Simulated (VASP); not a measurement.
Runs of VASP 6.6.1 on MgZn3Se3S. The structure is that of space group P3m1 (No. 156), or close to it. The cells are those of the table. 

```tsv
task	cell	k mesh	cutoff (eV)	smearing	gap on the mesh (eV)	pressure (GPa)	largest force (eV/Å)
relaxation of cell and atoms	relaxed from a = 3.960, b = 3.960, c = 12.940 Å, angles 90.0, 90.0, 120.0°, 8 atoms	4 × 4 × 1	600	gaussian 0.15 eV	1.49	0.1	0.07
single point	a = 4.049, b = 4.049, c = 13.236 Å, angles 90.0, 90.0, 120.0°, 8 atoms	12 × 12 × 2	520	gaussian 0.02 eV	1.50	0.1	0.02
single point	a = 4.049, b = 4.049, c = 13.236 Å, angles 90.0, 90.0, 120.0°, 8 atoms	6 × 6 × 1	520	gaussian 0.1 eV	1.50	0.1	0.03
single point	a = 4.055, b = 4.055, c = 13.198 Å, angles 90.0, 90.0, 120.0°, 8 atoms	4 × 4 × 1	520	gaussian 0.15 eV	1.50	0.2	(a)
single point	a = 4.049, b = 4.049, c = 13.235 Å, angles 90.0, 90.0, 120.0°, 8 atoms	12 × 12 × 2	520	gaussian 0.01 eV	1.50	0.1	0.02
```

Alike in all rows: level PBE; potentials or basis VASP PAW PBE potentials, release 64 (Mg, Zn, Se, S); no spin polarisation.

**Question.** Fill in the values left out.

**Answer.** (a) 0.04.

Caveats: some runs use coarse meshes; the relaxation stopped at a loose force limit of 0.08 eV/Å, so its end isn't a converged minimum (some runs).

A k mesh can miss the band edges, and the runs leave out spin-orbit coupling on Se.
